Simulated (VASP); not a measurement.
Input of a VASP 6.6.1 run:

Contents of INCAR:

```
SYSTEM = SiC
ALGO = Normal ; EDIFF = 1E-6
ENCUT = 600 ; GGA = PE
GGA_COMPAT = .False. ; ISIF = 2
ISMEAR = 0 ; LASPH = .True.
LCHARG = .True. ; LELF = .True.
LREAL = .False. ; LVHAR = .True.
LWAVE = .False. ; NBANDS = 11
NELM = 120 ; PREC = Accurate
SIGMA = 0.1
```

File KPOINTS:

```
k-points
0
Gamma
  8 8 8
  0 0 0
```

POSCAR

```
SiC
1.0
    0.0000000000      2.1651214207      2.1651214207
    2.1651214207      0.0000000000      2.1651214207
    2.1651214207      2.1651214207      0.0000000000
Si C
1 1
Direct
    0.0000000000      0.0000000000      0.0000000000
    0.7500000000      0.7500000000      0.7500000000
```

Potentials or basis: VASP PAW PBE potentials, release 64 (Si, C).

Run with:

```console
$ cat potpaw_PBE.64/Si/POTCAR potpaw_PBE.64/C/POTCAR > POTCAR
$ mpirun -np 1 vasp_std > vasp.out
```

Q: Predict the band gap on the k mesh.

A: 1.34 eV (least direct gap 4.56 eV).

Q: Estimate the pressure.

A: 7.5 GPa.

Caveat: the cell stands under pressure. A k mesh can miss the band edges.
